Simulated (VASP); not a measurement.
# Ta2N (P-3m1) in VASP: notebook

The runs below take Ta2N through single point, with PBEsol.

Program: VASP 6.6.1. These are calculated values, not measurements. Logs are shortened: lines on timing, memory, paths and dates and some standing lists are left out, and cuts for length are marked.

## (1) The cell of the first run

It takes space group P-3m1 (No. 164, trigonal). The conventional cell has a = 2.957 Å, b = 2.957 Å, c = 5.228 Å, α = 90.00°, β = 90.00°, γ = 120.00°. Ta (site symmetry 3m) has 3 N at 2.16 Å and 12 Ta at 2.96 to 3.15 Å within 3.2 Å. Within 3.0 Å of N (site symmetry -3m) lie 6 Ta at 2.16 Å and 6 N at 2.96 Å.

## (2) Single point, PBEsol (13.20 Å³/atom)

Input file INCAR:

```
PREC = Accurate
ENCUT = 520
EDIFF = 1E-6
ISMEAR = 0
SIGMA = 0.15
LREAL = F
LASPH = T
NELM = 100
ALGO = Normal
ISIF = 2
LWAVE = F
LCHARG = F
GGA = PS
NBANDS = 20
```

Input file KPOINTS:

```
Automatic mesh
0
Gamma
  18 18 10
```

Input file POSCAR:

```
Ta2N
1.0
    2.9570001427      0.0000000000      0.0000000000
   -1.4785000713      2.5608372426      0.0000000000
    0.0000000000      0.0000000000      5.2276805522
Ta N
2 1
Direct
    0.6666666667      0.3333333333      0.7463700642
    0.3333333333      0.6666666667      0.2536299358
    0.0000000000      0.0000000000      0.0000000000
```

Potentials or basis: VASP PAW PBE potentials, release 64 (Ta_pv, N).

Started as:

```
$ cat potpaw_PBE.64/Ta_pv/POTCAR potpaw_PBE.64/N/POTCAR > POTCAR
$ mpirun -np 1 vasp_std > vasp.out
```

OUTCAR:

```text
PREC = Accurate
   ENCUT = 520
   EDIFF = 1E-6
   ISMEAR = 0
   LREAL = F
   LASPH = T
   NELM = 100
   ISIF = 2
   GGA = PS

 ion  position               nearest neighbor table
   1  0.667  0.333  0.746-   3 2.16   3 2.16   3 2.16   2 3.09   2 3.09   2 3.09   2 3.15   2 3.15
                             2 3.15
   2  0.333  0.667  0.254-   3 2.16   3 2.16   3 2.16   1 3.09   1 3.09   1 3.09   1 3.15   1 3.15
                             1 3.15
   3  0.000  0.000  0.000-   1 2.16   2 2.16   2 2.16   1 2.16   1 2.16   2 2.16

  LATTYP: Found a hexagonal cell.
 ALAT       =     2.9570001427
 C/A-ratio  =     1.7679000000

  Lattice vectors:

 A1 = (   2.9570001427,   0.0000000000,   0.0000000000)
 A2 = (  -1.4785000713,   2.5608372426,   0.0000000000)
 A3 = (   0.0000000000,   0.0000000000,   5.2276805522)

Analysis of symmetry for initial positions (statically):
=====================================================================
 Subroutine PRICEL returns:
 Original cell was already a primitive cell.

 Routine SETGRP: Setting up the symmetry group for a
 hexagonal supercell.

 Subroutine GETGRP returns: Found 12 space group operations
 (whereof 12 operations were pure point group operations)
 out of a pool of 24 trial point group operations.

The static configuration has the point symmetry D_3d.

Analysis of symmetry for dynamics (positions and initial velocities):
=====================================================================
 Subroutine PRICEL returns:
 Original cell was already a primitive cell.

 Routine SETGRP: Setting up the symmetry group for a
 hexagonal supercell.

 Subroutine GETGRP returns: Found 12 space group operations
 (whereof 12 operations were pure point group operations)
 out of a pool of 24 trial point group operations.

The dynamic configuration has the point symmetry D_3d.

 Subroutine INISYM returns: Found 12 space group operations
 (whereof 12 operations are pure point group operations),
 and found     1 'primitive' translations

----------------------------------------------------------------------------------------

                                     Primitive cell

  volume of cell :      39.5861

  direct lattice vectors                    reciprocal lattice vectors
     2.957000143  0.000000000  0.000000000     0.338180572  0.195248644  0.000000000
    -1.478500071  2.560837243  0.000000000     0.000000000  0.390497289  0.000000000
     0.000000000  0.000000000  5.227680552     0.000000000  0.000000000  0.191289424

  length of vectors
     2.957000143  2.957000143  5.227680552     0.390497289  0.390497289  0.191289424

  position of ions in fractional coordinates (direct lattice)
     0.666666667  0.333333333  0.746370064
     0.333333333  0.666666667  0.253629936
     0.000000000  0.000000000  0.000000000

  ion indices of the primitive-cell ions
   primitive index   ion index
                 1           1
                 2           2
                 3           3

----------------------------------------------------------------------------------------

 KPOINTS: Automatic mesh

Automatic generation of k-mesh.
 Grid dimensions read from file:
 generate k-points for:   18   18   10

 Generating k-lattice:

  Cartesian coordinates                     Fractional coordinates (reciprocal lattice)
     0.018787810  0.010847147  0.000000000     0.055555556  0.000000000  0.000000000
     0.000000000  0.021694294  0.000000000     0.000000000  0.055555556  0.000000000
     0.000000000  0.000000000  0.019128942     0.000000000  0.000000000  0.100000000

  Length of vectors
     0.021694294  0.021694294  0.019128942

  Shift w.r.t. Gamma in fractional coordinates (k-lattice)
     0.000000000  0.000000000  0.000000000

 Subroutine IBZKPT returns following result:
 ===========================================

 Found    330 irreducible k-points:

 Following reciprocal coordinates:
            Coordinates               Weight
  0.000000  0.000000  0.000000      1.000000
  0.055556  0.000000  0.000000      6.000000
  0.111111  0.000000  0.000000      6.000000
  0.166667 -0.000000  0.000000      6.000000
  0.222222 -0.000000  0.000000      6.000000
  0.277778  0.000000  0.000000      6.000000
[... 16 lines left out ...]
  0.333333  0.111111  0.000000     12.000000
  0.388889  0.111111  0.000000     12.000000
 [... further k-points ...]
   k-points           NKPTS =    330   k-points in BZ     NKDIM =    330   number of bands    NBANDS=     20
   number of dos      NEDOS =    301   number of ions     NIONS =      3
   total plane-waves  NPLWV =  23040
   dimension x,y,z NGX =    24 NGY =   24 NGZ =   40
   dimension x,y,z NGXF=    48 NGYF=   48 NGZF=   80
   ions per type =               2   1
   NGX,Y,Z   is equivalent  to a cutoff of  13.49, 13.49, 12.72 a.u.
   NGXF,Y,Z  is equivalent  to a cutoff of  26.99, 26.99, 25.44 a.u.
 SYSTEM =  unknown system
   PREC   = accura    normal or accurate (medium, high low for compatibility)
   ISTART =      0    job   : 0-new  1-cont  2-samecut
   ICHARG =      2    charge: 1-file 2-atom 10-const
   ISPIN  =      1    spin polarized calculation?
   LNONCOLLINEAR =      F non collinear calculations
   LSORBIT =      F    spin-orbit coupling
   LASPH  =      T    aspherical Exc in radial PAW
   ENCUT  =  520.0 eV  38.22 Ry    6.18 a.u.   5.50  5.50  9.72*2*pi/ulx,y,z
   NELM   =    100;   NELMIN=  2; NELMDL= -5     # of ELM steps
   EDIFF  = 0.1E-05   stopping-criterion for ELM
   LREAL  =      F    real-space projection
[... 7 lines left out ...]
   TEBEG  =    0.0;   TEEND  =   0.0 temperature during run
   PSTRESS=    0.0 pullay stress
   NELECT =      27.0000    total number of electrons
   NUPDOWN=      -1.0000    fix difference up-down
   EMIN   =  10.00;   EMAX   =-10.00  energy-range for DOS
   EFERMI =   0.00;   METHOD = LEGACY
   ISMEAR =     0;   SIGMA  =   0.15  broadening in eV -4-tet -1-fermi 0-gaus
   EFERMI_NEDOS =   21; number of points for ismear=-14 and -15
   IALGO  =     38    algorithm
   IMIX   =      4    mixing-type and parameters
     AMIX     =   0.40;   BMIX     =  1.00
     AMIX_MAG =   1.60;   BMIX_MAG =  1.00
  volume/ion in A,a.u.               =      13.20        89.05
  Fermi-wavevector in a.u.,A,eV,Ry     =   1.441060  2.723208 28.254579  2.076653
  Thomas-Fermi vector in A             =   2.559734
   LORBIT       =      0    0 simple, 1 ext, 2 COOP (PROOUT), +10 PAW based schemes
   GGA     = PS    functional components
   LHFCALC =     F    Hartree Fock is set to
   AEXX    =    0.0000 exact exchange contribution
   IVDW    =     0    specifies the selected vdW correction
   LEPSILON=     F    determine dielectric tensor
   LRPA    =     F    only Hartree local field effects (RPA)
 non-spin polarized calculation
 Gauss-broadening in eV      SIGMA  =   0.15
  energy-cutoff  :      520.00
  volume of cell :       39.59
 maximum number of plane-waves:      1100
 NGX is ok and might be reduce to    24
   NGX = 11   NGY = 11   NGZ = 19

 number of electron      27.0000002 magnetization

 Free energy of the ion-electron system (eV)
  ---------------------------------------------------
  ext. energy  EPLUGINS =         0.00000000
  ---------------------------------------------------
  free energy    TOTEN  =       -36.25433764 eV

  energy without entropy =      -36.23915177  energy(sigma->0) =      -36.24674471

 E-fermi :   7.4096     XC(G=0): -13.1426

 val. band max:        7.4078133636   @ k =   0.0000   0.2778   0.1000
 cond. band min:       7.4158072469   @ k =   0.4444   0.1111   0.2000
 fundamental gap:      0.0079938833
 Fermi energy:         7.4095553228

 k-point     1 :       0.0000    0.0000    0.0000
  band No.  band energies     occupation
      1     -28.0434      2.00000
      2     -27.2117      2.00000
      3     -27.1054      2.00000
      4     -27.1054      2.00000
      5     -27.0376      2.00000
      6     -27.0376      2.00000
[... 12 lines left out ...]
     19       8.8112      0.00000
     20      12.6383      0.00000

 k-point     2 :       0.0556    0.0000    0.0000
  band No.  band energies     occupation
      1     -28.0330      2.00000
      2     -27.2133      2.00000
      3     -27.1344      2.00000
      4     -27.1141      2.00000
      5     -27.0673      2.00000
      6     -27.0418      2.00000
[... 12 lines left out ...]
     19       9.2755      0.00000
     20      12.6063      0.00000

 k-point     3 :       0.1111    0.0000    0.0000
  band No.  band energies     occupation
      1     -28.0027      2.00000
      2     -27.2326      2.00000
      3     -27.2045      2.00000
      4     -27.1506      2.00000
      5     -27.1386      2.00000
      6     -27.0549      2.00000
[... 12 lines left out ...]
     19       9.9390      0.00000
     20      12.4519      0.00000

 k-point     4 :       0.1667   -0.0000    0.0000
  band No.  band energies     occupation
      1     -27.9550      2.00000
      2     -27.3544      2.00000
      3     -27.2791      2.00000
      4     -27.2152      2.00000
      5     -27.1747      2.00000
      6     -27.0760      2.00000
[... 12 lines left out ...]
     19      10.7779      0.00000
     20      12.2034      0.00000

 k-point     5 :       0.2222   -0.0000    0.0000
  band No.  band energies     occupation
      1     -27.8946      2.00000
      2     -27.5116      2.00000
      3     -27.4251      2.00000
      4     -27.2270      2.00000
      5     -27.2174      2.00000
      6     -27.1031      2.00000
[... 12 lines left out ...]
     19      11.5958      0.00000
     20      11.9982      0.00000

 k-point     6 :       0.2778    0.0000    0.0000
  band No.  band energies     occupation
      1     -27.8326      2.00000
      2     -27.6699      2.00000
      3     -27.5752      2.00000
      4     -27.2613      2.00000
      5     -27.2428      2.00000
      6     -27.1328      2.00000
[... 12 lines left out ...]
     19      11.7377      0.00000
     20      12.4917      0.00000

 k-point     7 :       0.3333    0.0000    0.0000
  band No.  band energies     occupation
      1     -27.8593      2.00000
      2     -27.7411      2.00000
      3     -27.6946      2.00000
      4     -27.3017      2.00000
      5     -27.2647      2.00000
      6     -27.1612      2.00000
[... 12 lines left out ...]
     19      11.6879      0.00000
     20      13.1461      0.00000
[... 277 lines left out ...]
 k-point    20 :       0.1667    0.1111    0.0000
  band No.  band energies     occupation
      1     -27.8703      2.00000
      2     -27.5288      2.00000
      3     -27.4949      2.00000
      4     -27.2338      2.00000
      5     -27.2290      2.00000
      6     -27.1487      2.00000
[... 12 lines left out ...]
     19      11.7815      0.00000
     20      12.0417      0.00000

 k-point    21 :       0.2222    0.1111    0.0000
  band No.  band energies     occupation
      1     -27.8138      2.00000
      2     -27.6700      2.00000
      3     -27.6114      2.00000
      4     -27.2890      2.00000
      5     -27.2496      2.00000
      6     -27.1872      2.00000
[... 12 lines left out ...]
     19      11.9663      0.00000
     20      12.3864      0.00000

 k-point    22 :       0.2778    0.1111    0.0000
  band No.  band energies     occupation
      1     -27.8476      2.00000
      2     -27.7375      2.00000
      3     -27.6858      2.00000
      4     -27.3451      2.00000
      5     -27.2725      2.00000
      6     -27.2228      2.00000
[... 12 lines left out ...]
     19      12.0334      0.00000
     20      12.9919      0.00000

 k-point    23 :       0.3333    0.1111    0.0000
  band No.  band energies     occupation
      1     -27.9479      2.00000
      2     -27.8159      2.00000
      3     -27.6372      2.00000
      4     -27.3903      2.00000
      5     -27.3001      2.00000
      6     -27.2523      2.00000
[... 12 lines left out ...]
     19      12.2943      0.00000
     20      13.2291      0.00000

 k-point    24 :       0.3889    0.1111    0.0000
  band No.  band energies     occupation
      1     -28.0170      2.00000
      2     -27.8719      2.00000
      3     -27.5860      2.00000
      4     -27.4195      2.00000
      5     -27.3269      2.00000
      6     -27.2718      2.00000
[... 12 lines left out ...]
     19      12.4983      0.00000
     20      12.9744      0.00000

 [... further k-points ...]

------------------------ aborting loop because EDIFF is reached ----------------------------------------

  FORCE on cell =-STRESS in cart. coord.  units (eV):
  Direction    XX          YY          ZZ          XY          YZ          ZX
  --------------------------------------------------------------------------------------
  -------------------------------------------------------------------------------------
  Total        2.5559633      2.5559633     -3.4579470      0.0000000     -0.0000000      0.0000000
  in kB      103.4481742    103.4481742   -139.9544000      0.0000000     -0.0000000      0.0000000
  external PRESSURE =      22.3139828 kB  Pullay stress =       0.0000000 kB

 VOLUME and BASIS-vectors are now :
 -----------------------------------------------------------------------------
  energy-cutoff  :      520.00
  volume of cell :       39.59
      direct lattice vectors                 reciprocal lattice vectors
     2.957000143  0.000000000  0.000000000     0.338180572  0.195248644  0.000000000
    -1.478500071  2.560837243  0.000000000     0.000000000  0.390497289  0.000000000
     0.000000000  0.000000000  5.227680552     0.000000000  0.000000000  0.191289424

 POSITION                                       TOTAL-FORCE (eV/Angst)
 -----------------------------------------------------------------------------------
      1.47850      0.85361      3.90178         0.000000      0.000000     -0.864037
     -0.00000      1.70722      1.32590        -0.000000     -0.000000      0.864037
      0.00000      0.00000      0.00000        -0.000000      0.000000      0.000000
 -----------------------------------------------------------------------------------
    total drift:                                0.000000     -0.000000      0.000000

  FREE ENERGIE OF THE ION-ELECTRON SYSTEM (eV)
  ---------------------------------------------------
  free  energy   TOTEN  =       -36.2543376436 eV

  energy  without entropy=      -36.2391517730  energy(sigma->0) =      -36.24674471
```

It took 4 min on 1 thread of Intel Xeon Platinum 8175M at 2.50GHz (Skylake/Cascade Lake), shared host; peak memory 0.35 GiB.

Results:

```yaml
Free_energy: -36.2543 eV
Pressure: 2.2 GPa
Largest_force: 0.864 eV/Å
Band_gap_on_the_k_mesh: zero (an odd number of electrons rules out a gap without spin polarisation)
```

Forces on the atoms (eV/Å):
```
Ta   0.000  0.000 -0.864
Ta   0.000  0.000  0.864
N    0.000  0.000  0.000
```

Stress tensor (GPa, compression positive):
```
 10.34   0.00   0.00
  0.00  10.34   0.00
  0.00   0.00 -14.00
```

Levels at points of the mesh, in eV from the Fermi level:
```tsv
k point	band 11	band 12	band 13	band 14	band 15	band 16
(0.00, 0.00, 0.00)	-5.09	-1.59	-0.12	-0.12	0.19	1.36
(0.50, 0.00, 0.00)	-4.63	-2.17	-0.92	0.47	3.14	3.89
(0.00, 0.00, 0.50)	-3.64	-2.94	-0.57	-0.57	1.21	2.31
(0.50, 0.00, 0.50)	-3.72	-1.83	-1.74	-0.61	1.39	4.37
```

Caveat: the PAW data sets were made with another functional, which shifts forces and pressure a little; spin-orbit coupling is left out, which moves the levels of the heavy elements.

(Continued in part 2 of 2.)
